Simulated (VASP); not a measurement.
Here is a VASP 6.6.1 calculation.

The input INCAR:

```
SYSTEM = Ta3Cu
PREC = Accurate
ENCUT = 520
EDIFF = 1E-6
ISMEAR = -1
SIGMA = 0.05
LREAL = .False.
LASPH = .True.
NELM = 60
ALGO = Fast
ISIF = 2
LWAVE = .False.
LCHARG = .True.
LELF = .True.
LVHAR = .True.
NBANDS = 30
```

KPOINTS

```
regular mesh
0
Gamma
  9 9 9
  0 0 0
```

Contents of POSCAR:

```
Ta3Cu
1.0
   -1.9930401043      1.9930401043      4.1799263973
    1.9930401043     -1.9930401043      4.1799263973
    1.9930401043      1.9930401043     -4.1799263973
Ta Cu
3 1
Direct
    0.5000000000      0.5000000000      0.0000000000
    0.2500000000      0.7500000000      0.5000000000
    0.7500000000      0.2500000000      0.5000000000
    0.0000000000      0.0000000000      0.0000000000
```

Potentials or basis: VASP PAW LDA potentials, release 64 (Ta_pv, Cu).

Launch:

```sh
$ cat potpaw_LDA.64/Ta_pv/POTCAR potpaw_LDA.64/Cu/POTCAR > POTCAR
$ mpirun -np 1 vasp_std > vasp.out
```

Problem. What does it give for the pressure?

Solution. -7.3 GPa.

Problem. What does it give for the band gap on the k mesh?

Solution. Zero (bands 22 and 23 overlap by 1.39 eV).

Stress tensor (GPa, compression positive):
```
-6.98  0.00  0.00
 0.00 -6.98  0.00
 0.00  0.00 -7.90
```

Caveat: the cell stands under tension; spin-orbit coupling is left out, which moves the levels of the heavy elements.
